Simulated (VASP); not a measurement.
## GaSi: single point with PBE

Crystal: GaSi.

```xyz
2
Lattice="2.6064 0.0000 0.0000 0.0000 2.6064 0.0000 0.0000 0.0000 5.2379" Properties=species:S:1:pos:R:3 pbc="T T T"
Ga    1.3032    1.3032    2.6190
Si    1.3032    1.3032    0.0000
```

The cell was generated, and may not be a known phase.

```yaml
Program: VASP 6.6.1
Task: single point
Functional: PBE
Potentials_or_basis: VASP PAW PBE potentials, release 64 (Ga_d, Si)
Cutoff: 520 eV
k_mesh: 22 × 22 × 12
Occupations: gaussian, width 0.1 eV
Spin: no spin polarisation
Dipole_correction: no
Further_INCAR_settings: ALGO = Normal; EDIFF = 1e-06; NBANDS = 16
```

The pressure is 0.1 GPa and the band gap on the k mesh is zero (an odd number of electrons rules out a gap without spin polarisation).

Levels at points of the mesh, in eV from the Fermi level:
| k point | band 7 | band 8 | band 9 | band 10 | band 11 | band 12 |
| --- | --- | --- | --- | --- | --- | --- |
| (0.00, 0.00, 0.00) | -7.33 | -5.35 | 7.89 | 7.89 | 8.28 | 8.29 |
| (0.50, 0.00, 0.00) | -5.44 | -2.31 | -1.79 | -1.62 | 2.92 | 10.97 |
| (0.50, 0.50, 0.00) | -1.99 | -1.99 | 1.55 | 1.95 | 1.95 | 2.64 |
| (0.00, 0.00, 0.50) | -10.11 | 0.29 | 0.54 | 8.32 | 8.32 | 8.38 |
| (0.50, 0.00, 0.50) | -5.32 | -4.66 | -3.45 | 4.14 | 4.53 | 6.88 |
| (0.50, 0.50, 0.50) | -1.38 | -1.38 | -0.50 | 0.37 | 0.37 | 3.05 |

Wall time 5.5 min on 1 thread of Intel Xeon 8259CL, with other jobs on the host, peak memory 0.4 GiB.
